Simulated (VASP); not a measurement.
CuGe3:

```
CELL_PARAMETERS angstrom
4.01057 0.00000 0.00000
0.00000 4.01057 0.00000
0.00000 0.00000 4.01057
ATOMIC_POSITIONS crystal
Cu 0.00000 0.00000 0.00000
Ge 0.00000 0.50000 0.50000
Ge 0.50000 0.00000 0.50000
Ge 0.50000 0.50000 0.00000
```

```yaml
Program: VASP 6.6.1
Task: relaxation of cell and atoms
Functional: PBE
Potentials_or_basis: VASP PAW PBE potentials, release 64 (Cu, Ge_d)
Cutoff: 600 eV
k_mesh: 4 × 4 × 4
Occupations: gaussian, width 0.1 eV
Spin: no spin polarisation
```

At the start: pressure 6.8 GPa; volume 16.13 Å³/atom.

Where does the relaxation end?

Over 3 steps the energy falls by 25.2 meV/atom and the volume is 17.38 Å³/atom (+7.8 %); space group Pm-3m (No. 221, to 0.05 Å).

Step by step:
```tsv
step	energy change (eV)	largest force (eV/Å)	pressure (GPa)	volume (Å³)
1	0.0000	0.0000	6.82	64.51
2	-0.0918	0.0000	-1.72	71.13
3	-0.1007	0.0000	-0.01	69.51
```

Final structure:
```
CELL_PARAMETERS angstrom
4.11172 0.00000 0.00000
0.00000 4.11172 0.00000
0.00000 0.00000 4.11172
ATOMIC_POSITIONS crystal
Cu 0.00000 0.00000 0.00000
Ge 0.00000 0.50000 0.50000
Ge 0.50000 0.00000 0.50000
Ge 0.50000 0.50000 0.00000
```

Caveat: the k points lie up to 0.38 Å⁻¹ apart in the final cell.
